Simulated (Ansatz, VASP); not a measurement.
## NiSb in VASP and in Ansatz

INCAR

```
SYSTEM = NiSb
PREC = Accurate
ENCUT = 520
EDIFF = 1E-7
ISMEAR = -1
SIGMA = 0.05
LREAL = .False.
LASPH = .True.
NELM = 80
ALGO = Normal
ISIF = 2
LWAVE = .False.
LCHARG = .True.
GGA = PE
LELF = .True.
LVHAR = .True.
NBANDS = 23
```

File KPOINTS:

```
Automatic mesh
0
Gamma
  10 10 7
  0 0 0
```

POSCAR

```
NiSb
1.0
    4.2313097312      0.0000000000      0.0000000000
   -2.1156548656      3.6644217186      0.0000000000
    0.0000000000      0.0000000000      5.5153528065
Ni Sb
2 2
Direct
    0.0000000000      0.0000000000      0.0000000000
    0.0000000000      0.0000000000      0.5000000000
    0.3333333333      0.6666666667      0.2500000000
    0.6666666667      0.3333333333      0.7500000000
```

Input for Ansatz:

```yaml
crystal:
  lattice:
    - [4.2313097312, 0.0, 0.0]
    - [-2.1156548656, 3.6644217186, 0.0]
    - [0.0, 0.0, 5.5153528065]
  atoms:
    - { symbol: Ni, position: [0.0, 0.0, 0.0] }
    - { symbol: Ni, position: [0.0, 0.0, 0.5] }
    - { symbol: Sb, position: [0.3333333333, 0.6666666667, 0.25] }
    - { symbol: Sb, position: [0.6666666667, 0.3333333333, 0.75] }
kpoints:
  mp_grid: { grid: [10, 10, 7] }
scf:
  occupations: { method: fermi_dirac, width: 0.05 }
hamiltonian:
  xc: pbe
  pseudopotentials: { kind: paw }
output:
  forces: true
  stress: true
  eigenvalues: true
  write_density: true
  write_potential: true
  elf: true
  volumetric_format: npy
```

Change from the starting cell: volume scaled by 1.25, no spin polarisation, PAW files.

Alike in both runs: task single point; functional PBE; k mesh 10 × 10 × 7; occupations fermi-dirac, width 0.05 eV; no spin polarisation.

|  | VASP | Ansatz |
| --- | --- | --- |
| version | VASP 6.6.1 | Ansatz 0.2.0 |
| potentials or method | VASP PAW PBE potentials, release 64 (Ni, Sb) | PAW with Ansatz's default frozen-core files, scalar-relativistic |
| plane-wave cutoff (eV) | 520 | 420 |
| valence electrons in the cell | 30 | 66 |

|  | VASP | Ansatz | Ansatz less VASP |
| --- | --- | --- | --- |
| pressure (GPa) | -13.4 | -13.4 | +0.01 |
| traceless stress, the component that is largest in VASP (GPa) | 0.03 | -0.05 | -0.079 |

VASP's potentials hold 30 valence electrons a cell and Ansatz's 66, so a difference there can come from the potentials and not from the codes.

Spin-orbit coupling is off throughout.
